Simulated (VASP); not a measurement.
Here is a VASP 6.6.1 calculation.

File INCAR:

```
SYSTEM = EuNbTe4
  PREC = Accurate
  ENCUT = 520
  EDIFF = 1E-6
  ISMEAR = 0
  SIGMA = 0.1
  LREAL = .False.
  LASPH = .True.
  NELM = 150
  ALGO = Normal
  ISIF = 2
  LWAVE = .False.
  LCHARG = .True.
  ISPIN = 2
  MAGMOM = 7 0 0 0 0 0
  LORBIT = 11
  LMAXMIX = 6
  GGA = PE
  LELF = .True.
  LVHAR = .True.
  NBANDS = 40
```

KPOINTS

```
Automatic mesh
0
Gamma
  4 4 4
  0 0 0
```

POSCAR

```
EuNbTe4
1.0
    0.0000000000      4.4439938100      4.4439938100
    4.4439938100      0.0000000000      4.4439938100
    4.4439938100      4.4439938100      0.0000000000
Eu Nb Te
1 1 4
Direct
    0.7500000000      0.7500000000      0.7500000000
    0.0000000000      0.0000000000      0.0000000000
    0.3747620000      0.3747620000      0.8757140000
    0.8757140000      0.3747620000      0.3747620000
    0.3747620000      0.3747620000      0.3747620000
    0.3747620000      0.8757140000      0.3747620000
```

Potentials or basis: VASP PAW PBE potentials, release 64 (Eu, Nb_sv, Te).

Command:

```bash
$ cat potpaw_PBE.64/Eu/POTCAR potpaw_PBE.64/Nb_sv/POTCAR potpaw_PBE.64/Te/POTCAR > POTCAR
$ mpirun -np 1 vasp_std > vasp.out
```

(1) What does it give for the pressure?

(2) Predict the net moment.

(3) Estimate the largest force.

Results:

(1) 2.2 GPa.

(2) 10.46 μB per cell.

(3) 0.064 eV/Å.

Caveat: a cell with one magnetic atom can't hold antiferromagnetic order, which such compounds often take.
